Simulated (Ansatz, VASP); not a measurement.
# Two plane-wave programs on Re

```
Re
1.0
     2.73698    0.00000    0.00000
    -1.36849    2.37030    0.00000
     0.00000    0.00000    4.41727
Re
2
Direct
  0.33333 0.66667 0.75000
  0.66667 0.33333 0.25000
```

Alike in both runs: functional LDA; k mesh 18 × 18 × 10; occupations gaussian, width 0.05 eV; no spin polarisation.

Ansatz relaxed the structure, and its values are those at the end. VASP's run is a single point on that final structure, the one shown.

|  | VASP | Ansatz |
| --- | --- | --- |
| version | VASP 6.6.1 | Ansatz 0.2.0 |
| potentials or method | VASP PAW LDA potentials, release 64 (Re), cutoff 520 eV | scalar-relativistic, plane waves, PAW |
| valence electrons in the cell | 14 | 30 |

Ansatz gave:

```
pressure (GPa) : 0.0
```

Question: Estimate VASP's values.

Answer: Pressure (GPa): 1.6.

LDA's correlation is that of Perdew and Zunger in VASP and of Perdew and Wang (1992) in Ansatz. VASP's potentials hold 14 valence electrons a cell and Ansatz's 30, so a difference there can come from the potentials and not from the codes.

Spin-orbit coupling is off throughout.
